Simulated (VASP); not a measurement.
InAs (rocksalt type), 2 atoms in the cell. It takes space group Fm-3m (No. 225, cubic). Conventional cell: a = 5.468 Å, b = 5.468 Å, c = 5.468 Å, α = 90.00°, β = 90.00°, γ = 90.00°. In (site symmetry m-3m) has 6 As at 2.73 Å within 3.6 Å. As (site symmetry m-3m) has 6 In at 2.73 Å within 3.6 Å. 

```yaml
Program: VASP 6.6.1
Task: relaxation of cell and atoms
Functional: LDA
Potentials_or_basis: VASP PAW LDA potentials, release 64 (In_d, As)
Cutoff: 600 eV
k_mesh: 13 × 13 × 13
Occupations: fermi-dirac, width 0.1 eV
Spin: no spin polarisation
Dipole_correction: no
Further_INCAR_settings: ALGO = Normal; EDIFF = 1e-06; IBRION = 2; EDIFFG = -0.005; NSW = 60; ISIF = 3
```

Potentials or basis: VASP PAW LDA potentials, release 64 (In_d, As).

Launch:

```sh
$ cat potpaw_LDA.64/In_d/POTCAR potpaw_LDA.64/As/POTCAR > POTCAR
$ mpirun -np 1 vasp_std > vasp.out
```

Hardware: 1 thread of Intel(R) Xeon(R) Platinum 8259CL CPU @ 2.50GHz (Skylake/Cascade Lake) (shared host).

Question: Estimate the wall time of this run.

Answer: Run time: 120 s on 1 thread of Intel(R) Xeon(R) Platinum 8259CL CPU @ 2.50GHz (Skylake/Cascade Lake), on a shared host, peak memory 0.21 GiB. Counts: scf iterations 36, k points 84, ion steps 5.
